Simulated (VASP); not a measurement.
# AlAs (F-43m) in VASP: single point with HSE06

Aim: the single point of AlAs with HSE06.

Everything below comes from runs of VASP 6.6.1. Logs are shortened: lines on timing, memory, paths and dates and some standing lists are left out, and cuts for length are marked.

## 1. The cell of the first run

It takes space group F-43m (No. 216, cubic). The conventional cell has a = 5.675 Å, b = 5.675 Å, c = 5.675 Å, α = 90.00°, β = 90.00°, γ = 90.00°. Al (site symmetry -43m) has 4 As at 2.46 Å within 3.2 Å. As (site symmetry -43m) has 4 Al at 2.46 Å within 3.2 Å.

## 2. Single point, HSE06, non-collinear spin, zero start, spin-orbit coupling

POSCAR reads:

```
AlAs
1.0
    0.0000000000      2.8374040631      2.8374040631
    2.8374040631      0.0000000000      2.8374040631
    2.8374040631      2.8374040631      0.0000000000
Al As
1 1
Direct
    0.0000000000      0.0000000000      0.0000000000
    0.7500000000      0.7500000000      0.7500000000
```

INCAR.step1 reads:

```
SYSTEM = AlAs
  PREC = Accurate
  ENCUT = 400
  EDIFF = 1E-5
  ISMEAR = 0
  SIGMA = 0.01
  LREAL = .False.
  LASPH = .True.
  NELM = 200
  ALGO = Normal
  ISIF = 2
  LWAVE = .True.
  LNONCOLLINEAR = .True.
  MAGMOM = 0 0 0 0 0 0
  LORBIT = 11
  LSORBIT = .True.
  GGA_COMPAT = .False.
  LORBMOM = .True.
  GGA = PE
  NBANDS = 20
```

INCAR.step2 reads:

```
SYSTEM = AlAs
  PREC = Accurate
  ENCUT = 400
  EDIFF = 1E-6
  ISMEAR = 0
  SIGMA = 0.01
  LREAL = .False.
  LASPH = .True.
  NELM = 200
  ALGO = Normal
  ISIF = 2
  LWAVE = .False.
  LCHARG = .True.
  LNONCOLLINEAR = .True.
  MAGMOM = 0 0 0 0 0 0
  LORBIT = 11
  LSORBIT = .True.
  GGA_COMPAT = .False.
  LORBMOM = .True.
  GGA = PE
  LHFCALC = .True.
  HFSCREEN = 0.2079
  PRECFOCK = Normal
  LVHAR = .True.
  ISTART = 1
  NBANDS = 20
```

KPOINTS reads:

```
regular mesh
0
Gamma
  6 6 6
  0 0 0
```

Potentials or basis: VASP PAW PBE potentials, release 64 (Al, As).

Started as:

```bash
> cat potpaw_PBE.64/Al/POTCAR potpaw_PBE.64/As/POTCAR > POTCAR
> cp INCAR.step1 INCAR
> mpirun -np 1 vasp_ncl > vasp.out
> cp INCAR.step2 INCAR
> mpirun -np 1 vasp_ncl > vasp.out
```

OUTCAR:

```text
SYSTEM = AlAs
   PREC = Accurate
   ENCUT = 400
   EDIFF = 1E-6
   ISMEAR = 0
   LREAL = .False.
   LASPH = .True.
   NELM = 200
   ISIF = 2
   LNONCOLLINEAR = .True.
   LORBIT = 11
   LSORBIT = .True.
   GGA = PE
   LHFCALC = .True.
   HFSCREEN = 0.2079
   PRECFOCK = Normal
   ISTART = 1

 ion  position               nearest neighbor table
   1  0.000  0.000  0.000-   2 2.46   2 2.46   2 2.46   2 2.46
   2  0.750  0.750  0.750-   1 2.46   1 2.46   1 2.46   1 2.46

  LATTYP: Found a face centered cubic cell.
 ALAT       =     5.6748081262

  Lattice vectors:

 A1 = (   0.0000000000,   2.8374040631,   2.8374040631)
 A2 = (   2.8374040631,   0.0000000000,   2.8374040631)
 A3 = (   2.8374040631,   2.8374040631,   0.0000000000)

Analysis of symmetry for initial positions (statically):
=====================================================================
 Subroutine PRICEL returns:
 Original cell was already a primitive cell.

 Routine SETGRP: Setting up the symmetry group for a
 face centered cubic supercell.

 Subroutine GETGRP returns: Found 24 space group operations
 (whereof 24 operations were pure point group operations)
 out of a pool of 48 trial point group operations.

The static configuration has the point symmetry T_d .

Analysis of symmetry for dynamics (positions and initial velocities):
=====================================================================
 Subroutine PRICEL returns:
 Original cell was already a primitive cell.

 Routine SETGRP: Setting up the symmetry group for a
 face centered cubic supercell.

 Subroutine GETGRP returns: Found 24 space group operations
 (whereof 24 operations were pure point group operations)
 out of a pool of 48 trial point group operations.

The dynamic configuration has the point symmetry T_d .

Analysis of structural, dynamic, and magnetic symmetry:
=====================================================================
 Subroutine PRICEL returns:
 Original cell was already a primitive cell.

 Routine SETGRP: Setting up the symmetry group for a
 face centered cubic supercell.

 Subroutine GETGRP returns: Found 24 space group operations
 (whereof 24 operations were pure point group operations)
 out of a pool of 48 trial point group operations.

The overall configuration has the point symmetry T_d .

 Subroutine INISYM returns: Found 24 space group operations
 (whereof 24 operations are pure point group operations),
 and found     1 'primitive' translations

----------------------------------------------------------------------------------------

                                     Primitive cell

  volume of cell :      45.6871

  direct lattice vectors                    reciprocal lattice vectors
     0.000000000  2.837404063  2.837404063    -0.176217412  0.176217412  0.176217412
     2.837404063  0.000000000  2.837404063     0.176217412 -0.176217412  0.176217412
     2.837404063  2.837404063  0.000000000     0.176217412  0.176217412 -0.176217412

  length of vectors
     4.012695308  4.012695308  4.012695308     0.305217510  0.305217510  0.305217510

  position of ions in fractional coordinates (direct lattice)
     0.000000000  0.000000000  0.000000000
     0.750000000  0.750000000  0.750000000

  ion indices of the primitive-cell ions
   primitive index   ion index
                 1           1
                 2           2

----------------------------------------------------------------------------------------

 KPOINTS: regular mesh

Automatic generation of k-mesh.
 Grid dimensions read from file:
 generate k-points for:    6    6    6

 Generating k-lattice:

  Cartesian coordinates                     Fractional coordinates (reciprocal lattice)
    -0.029369569  0.029369569  0.029369569     0.166666667  0.000000000  0.000000000
     0.029369569 -0.029369569  0.029369569     0.000000000  0.166666667  0.000000000
[... 102 lines left out ...]

 number of electron       7.9999999 magnetization       0.0000000      0.0000000     -0.0000000

 Free energy of the ion-electron system (eV)
  ---------------------------------------------------
  ext. energy  EPLUGINS =         0.00000000
  ---------------------------------------------------
  free energy    TOTEN  =       -10.97566175 eV

  energy without entropy =      -10.97566175  energy(sigma->0) =      -10.97566175

 E-fermi :   3.5599     XC(G=0):  -7.5293

 val. band max:        3.4724659162   @ k =   0.0000   0.0000   0.0000
 cond. band min:       5.4680924045   @ k =   0.5000   0.5000   0.0000
 fundamental gap:      1.9956264883
 Fermi energy:         3.5599348861

 k-point     1 :       0.0000    0.0000    0.0000
  band No.  band energies     occupation
      1      -9.6678      1.00000
      2      -9.6678      1.00000
      3       3.1557      1.00000
      4       3.1557      1.00000
      5       3.4725      1.00000
      6       3.4725      1.00000
[... 495 lines left out ...]
     19      16.8886      0.00000
     20      16.8904      0.00000

------------------------ aborting loop because EDIFF is reached ----------------------------------------

  FORCE on cell =-STRESS in cart. coord.  units (eV):
  Direction    XX          YY          ZZ          XY          YZ          ZX
  --------------------------------------------------------------------------------------
  -------------------------------------------------------------------------------------
  Total        0.0204724      0.0204724      0.0204724      0.0000000      0.0000000      0.0000000
  in kB        0.7179353      0.7179353      0.7179353      0.0000000      0.0000000      0.0000000
  external PRESSURE =       0.7179353 kB  Pullay stress =       0.0000000 kB

 VOLUME and BASIS-vectors are now :
 -----------------------------------------------------------------------------
  energy-cutoff  :      400.00
  volume of cell :       45.69
      direct lattice vectors                 reciprocal lattice vectors
     0.000000000  2.837404063  2.837404063    -0.176217412  0.176217412  0.176217412
     2.837404063  0.000000000  2.837404063     0.176217412 -0.176217412  0.176217412
     2.837404063  2.837404063  0.000000000     0.176217412  0.176217412 -0.176217412

 POSITION                                       TOTAL-FORCE (eV/Angst)
 -----------------------------------------------------------------------------------
      0.00000      0.00000      0.00000        -0.000000      0.000000     -0.000000
      4.25611      4.25611      4.25611         0.000000     -0.000000      0.000000
 -----------------------------------------------------------------------------------
    total drift:                               -0.000000     -0.000000     -0.000000

  FREE ENERGIE OF THE ION-ELECTRON SYSTEM (eV)
  ---------------------------------------------------
  free  energy   TOTEN  =       -10.9756617539 eV

  energy  without entropy=      -10.9756617539  energy(sigma->0) =      -10.97566175

 orbital moment (x)

 # of ion     p       d       tot
 ----------------------------------------
  1         0.000   0.000   0.000
  2        -0.000  -0.000  -0.000
 ----------------------------------------
           -0.000  -0.000  -0.000

 orbital moment (y)

 # of ion     p       d       tot
 ----------------------------------------
  1         0.000   0.000   0.000
  2         0.000  -0.000  -0.000
 ----------------------------------------
            0.000  -0.000   0.000

 orbital moment (z)

 # of ion     p       d       tot
 ----------------------------------------
  1         0.000   0.000   0.000
  2        -0.000  -0.000  -0.000
 ----------------------------------------
           -0.000  -0.000  -0.000

 Spin-Orbit-Coupling matrix elements

 Ion:    1  E_soc:     -0.0001687
 l=   1
     0.0000000    -0.0000281    -0.0000281
    -0.0000281     0.0000000    -0.0000281
    -0.0000281    -0.0000281     0.0000000
 l=   2
     0.0000000     0.0000000     0.0000000     0.0000000     0.0000000
     0.0000000     0.0000000     0.0000000     0.0000000     0.0000000
     0.0000000     0.0000000     0.0000000     0.0000000     0.0000000
     0.0000000     0.0000000     0.0000000     0.0000000     0.0000000
     0.0000000     0.0000000     0.0000000     0.0000000     0.0000000
 l=   3
     0.0000000     0.0000000     0.0000000     0.0000000     0.0000000     0.0000000     0.0000000
     0.0000000     0.0000000     0.0000000     0.0000000     0.0000000     0.0000000     0.0000000
     0.0000000     0.0000000     0.0000000     0.0000000     0.0000000     0.0000000     0.0000000
     0.0000000     0.0000000     0.0000000     0.0000000     0.0000000     0.0000000     0.0000000
     0.0000000     0.0000000     0.0000000     0.0000000     0.0000000     0.0000000     0.0000000
     0.0000000     0.0000000     0.0000000     0.0000000     0.0000000     0.0000000     0.0000000
     0.0000000     0.0000000     0.0000000     0.0000000     0.0000000     0.0000000     0.0000000

 Ion:    2  E_soc:     -0.0216902
 l=   1
     0.0000000    -0.0036065    -0.0036065
    -0.0036065     0.0000000    -0.0036065
    -0.0036065    -0.0036065     0.0000000
 l=   2
     0.0000000    -0.0000045     0.0000000    -0.0000045    -0.0000040
    -0.0000045     0.0000000    -0.0000030    -0.0000045    -0.0000010
     0.0000000    -0.0000030     0.0000000    -0.0000030     0.0000000
    -0.0000045    -0.0000045    -0.0000030     0.0000000    -0.0000010
    -0.0000040    -0.0000010     0.0000000    -0.0000010     0.0000000
 l=   3
     0.0000000     0.0000000     0.0000000     0.0000000     0.0000000     0.0000000     0.0000000
     0.0000000     0.0000000     0.0000000     0.0000000     0.0000000     0.0000000     0.0000000
     0.0000000     0.0000000     0.0000000     0.0000000     0.0000000     0.0000000     0.0000000
     0.0000000     0.0000000     0.0000000     0.0000000     0.0000000     0.0000000     0.0000000
     0.0000000     0.0000000     0.0000000     0.0000000     0.0000000     0.0000000     0.0000000
     0.0000000     0.0000000     0.0000000     0.0000000     0.0000000     0.0000000     0.0000000
     0.0000000     0.0000000     0.0000000     0.0000000     0.0000000     0.0000000     0.0000000

 total charge

# of ion       s       p       d       tot
------------------------------------------
    1        0.457   0.381   0.000   0.838
    2        1.206   1.724   0.025   2.955
--------------------------------------------------
tot          1.663   2.104   0.025   3.793

 magnetization (x)

# of ion       s       p       d       tot
------------------------------------------
    1        0.000   0.000   0.000   0.000
    2        0.000  -0.000  -0.000  -0.000
--------------------------------------------------
tot          0.000   0.000  -0.000   0.000

 magnetization (y)

# of ion       s       p       d       tot
------------------------------------------
    1        0.000   0.000   0.000   0.000
    2        0.000  -0.000   0.000  -0.000
--------------------------------------------------
tot          0.000   0.000   0.000   0.000

 magnetization (z)

# of ion       s       p       d       tot
------------------------------------------
    1        0.000  -0.000   0.000  -0.000
    2        0.000  -0.000  -0.000  -0.000
--------------------------------------------------
tot          0.000  -0.000  -0.000  -0.000
```

Wall time 1.9 h (1 thread of Intel Xeon 8259CL, shared host); peak memory 0.37 GiB.

What came out:

* Free energy: -10.9757 eV
* Pressure: 0.1 GPa
* Net moment: 0.00 μB per cell
* Valence electrons inside the program's atomic spheres: Al 0.84; As 2.96

Moments on the atoms (μB; x, y, z):
```
Al  0.00 0.00 0.00
As  0.00 0.00 0.00
```

Caveat: the PAW data sets were made with another functional, which shifts forces and pressure a little.
